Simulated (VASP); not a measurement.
Runs of VASP 6.6.1 on ZnS (zinc blende type). The structure is that of space group F-43m (No. 216), or close to it. The cells are those of the table. 

```tsv
level	cell	k mesh	smearing	grid for exact exchange (PRECFOCK)	screening parameter	gap on the mesh (eV)	pressure (GPa)
HSE06	a = 3.828 Å, angles 60.0°, 2 atoms	4 × 4 × 4	fermi-dirac 0.05 eV	Normal	0.2079 1/Å	3.32	0.8
HSE06	a = 3.748 Å, angles 60.0°, 2 atoms	4 × 4 × 4	fermi-dirac 0.05 eV	Normal	0.2079 1/Å	3.62	6.4
PBE	a = 3.854 Å, angles 60.0°, 2 atoms	6 × 6 × 6	fermi-dirac 0.02 eV	-	-	(c)	(a)
HSE06	a = 3.788 Å, angles 60.0°, 2 atoms	4 × 4 × 4	fermi-dirac 0.05 eV	Normal	0.2079 1/Å	(b)	3.4
```

Alike in all rows: task single point; potentials or basis VASP PAW PBE potentials, release 64 (Zn, S); no spin polarisation; cutoff (eV) 520.

Question: Fill in the values left out.

Answer: (a) -0.1; (b) 3.47; (c) 2.00.

Caveats: some runs use coarse meshes; the PAW data sets were made with another functional, which shifts forces and pressure a little (some runs).

